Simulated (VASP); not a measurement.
Set up this calculation in VASP 6.6.1, as the native input.

```
Task                   : single point
Functional             : r2SCAN
Potentials or basis    : VASP PAW PBE potentials, release 64 (In_d, As)
Cutoff                 : 520 eV
k mesh                 : 8 × 8 × 8
Occupations            : fermi-dirac, width 0.02 eV
Spin                   : non-collinear spin, zero start, spin-orbit coupling
Starting moments       : [[0.0, 0.0, 0.0], [0.0, 0.0, 0.0]] μB
Dipole correction      : no
Further INCAR settings : ALGO = Normal; EDIFF = 1e-07; NBANDS = 30
```

Crystal: InAs.

```
In As
1.0
     0.00000    3.11568    2.98767
     3.11568    0.00000    2.98767
     3.11568    3.11568    0.00000
In As
1 1
Direct
  0.00000 0.00000 0.00000
  0.25000 0.25000 0.25000
```

This cell differs from its parent crystal: epitaxial xy strain +2.0%.

One way to write it, as run:

POSCAR

```
InAs
1.0
    0.0000000000      3.1156822825      2.9876679456
    3.1156822825      0.0000000000      2.9876679456
    3.1156822825      3.1156822825      0.0000000000
In As
1 1
Direct
    0.0000000000      0.0000000000      0.0000000000
    0.2500000000      0.2500000000      0.2500000000
```

INCAR.step1

```
SYSTEM = InAs
PREC = Accurate
ENCUT = 520
ISMEAR = -1
SIGMA = 0.02
LREAL = .FALSE.
LASPH = .TRUE.
NELM = 150
MAGMOM = 0 0 0 0 0 0
LSORBIT = .TRUE.
GGA_COMPAT = .FALSE.
NBANDS = 30
GGA = PE
ALGO = Normal
EDIFF = 1E-4
LWAVE = .TRUE.
LCHARG = .FALSE.
```

INCAR.step2

```
SYSTEM = InAs
PREC = Accurate
ENCUT = 520
EDIFF = 1E-7
ISMEAR = -1
SIGMA = 0.02
LREAL = .FALSE.
LASPH = .TRUE.
NELM = 150
ALGO = Normal
ISIF = 2
LWAVE = .FALSE.
LCHARG = .FALSE.
MAGMOM = 0 0 0 0 0 0
LORBIT = 11
LSORBIT = .TRUE.
GGA_COMPAT = .FALSE.
LORBMOM = .TRUE.
METAGGA = R2SCAN
LMIXTAU = .TRUE.
NBANDS = 30
ISTART = 1
```

KPOINTS

```
regular mesh
0
G
  8 8 8
  0 0 0
```

Potentials or basis: VASP PAW PBE potentials, release 64 (In_d, As).

The run is started by

```bash
$ cat potpaw_PBE.64/In_d/POTCAR potpaw_PBE.64/As/POTCAR > POTCAR
$ cp INCAR.step1 INCAR
$ mpirun -np 1 vasp_ncl > vasp.out
$ cp INCAR.step2 INCAR
$ mpirun -np 1 vasp_ncl > vasp.out
```

Results of the run:

```yaml
Pressure: -1.0 GPa
Net_moment: 0.00 μB per cell
Valence_electrons_inside_the_program's_atomic_spheres: In 11.44; As 2.82
```

Caveat: the cell differs from its parent crystal (epitaxial xy strain +2.0%); the PAW data sets were made with another functional, which shifts forces and pressure a little.

It took 13 min on 1 thread of Intel(R) Xeon(R) 6975P-C (Granite Rapids), with other jobs on the host, peak memory 0.54 GiB.
